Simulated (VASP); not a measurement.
Here is a VASP 6.6.1 calculation.

The input INCAR:

```
PREC     = Accurate       # precision mode
ENCUT    = 520            # plane-wave cutoff, eV
EDIFF    = 1E-6           # SCF threshold, eV
ISMEAR   = 0              # smearing method
SIGMA    = 0.2            # smearing width, eV
LREAL    = False          # projectors in reciprocal space
LASPH    = True           # aspherical terms in the spheres
NELM     = 100            # most SCF steps
ALGO     = Normal         # electronic algorithm
ISIF     = 2              # what is computed and relaxed
LWAVE    = False          # write WAVECAR
LCHARG   = False          # write CHGCAR
GGA      = PE             # functional
NBANDS   = 48             # bands
```

Contents of KPOINTS:

```
regular mesh
0
Gamma
  3 3 3
```

POSCAR

```
GaSe4
1.0
    5.7684722254      0.0000000000      0.0000000000
    0.0000000000      5.7684722254      0.0000000000
    0.0000000000      0.0000000000      7.1317156586
Ga Se
2 8
Direct
    0.0000000000      0.0000000000      0.7500000000
    0.0000000000      0.0000000000      0.2500000000
    0.3563753390      0.1481656469      0.5000000000
    0.6436246610      0.8518343531      0.5000000000
    0.8518343531      0.3563753390      0.5000000000
    0.1481656469      0.6436246610      0.5000000000
    0.6436246610      0.1481656469      0.0000000000
    0.3563753390      0.8518343531      0.0000000000
    0.1481656469      0.3563753390      0.0000000000
    0.8518343531      0.6436246610      0.0000000000
```

Potentials or basis: VASP PAW PBE potentials, release 64 (Ga_d, Se).

Run with:

```bash
$ cat potpaw_PBE.64/Ga_d/POTCAR potpaw_PBE.64/Se/POTCAR > POTCAR
$ mpirun -np 1 vasp_std > vasp.out
```

Task: What does it give for the band gap on the k mesh?

Result: Zero (band 37 reaches 3.51 eV, above the bottom of band 38 at 3.27 eV).

Task: Predict the largest force.

Result: 0.034 eV/Å.

Stress tensor (GPa, compression positive):
```
 0.39  0.00  0.00
 0.00  0.39  0.00
 0.00  0.00 -0.17
```

Caveat: the k points lie up to 0.36 Å⁻¹ apart.
